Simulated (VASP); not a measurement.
ZrSi4Ru, 6 atoms in the cell. It takes space group P6/mmm (No. 191, hexagonal). Conventional cell: a = 4.166 Å, b = 4.166 Å, c = 5.951 Å, α = 90.00°, β = 90.00°, γ = 120.00°. Within 3.9 Å of Zr (site symmetry 6/mmm) lie 12 Si at 2.96 Å and 2 Ru at 2.98 Å. Within 3.2 Å of Si (site symmetry 3m) lie 4 Si at 2.41 to 2.49 Å and 3 Ru at 2.71 Å and 3 Zr at 2.96 Å. Within 3.6 Å of Ru (site symmetry 6/mmm) lie 12 Si at 2.71 Å and 2 Zr at 2.98 Å. 

| Property | Result |
| --- | --- |
| Program | VASP 6.6.1 |
| Task | single point |
| Functional | PBEsol |
| Potentials or basis | VASP PAW PBE potentials, release 64 (Zr_sv, Si, Ru_pv) |
| Cutoff | 500 eV |
| k mesh | 12 × 12 × 6 |
| Occupations | gaussian, width 0.1 eV |
| Spin | no spin polarisation |
| Dipole correction | no |
| Further INCAR settings | ALGO = Normal; EDIFF = 1e-06; NBANDS = 30 |

Potentials or basis: VASP PAW PBE potentials, release 64 (Zr_sv, Si, Ru_pv).

The run is started by

```bash
$ cat potpaw_PBE.64/Zr_sv/POTCAR potpaw_PBE.64/Si/POTCAR potpaw_PBE.64/Ru_pv/POTCAR > POTCAR
$ mpirun -np 1 vasp_std > vasp.out
```

Hardware: 1 thread of Intel Xeon 8259CL, on a shared host.

Task: Estimate the wall time of this run.

Result: Run time: 5.4 min on 1 thread of Intel Xeon 8259CL (shared host), peak memory 0.33 GiB. Counts: scf iterations 14, k points 76.
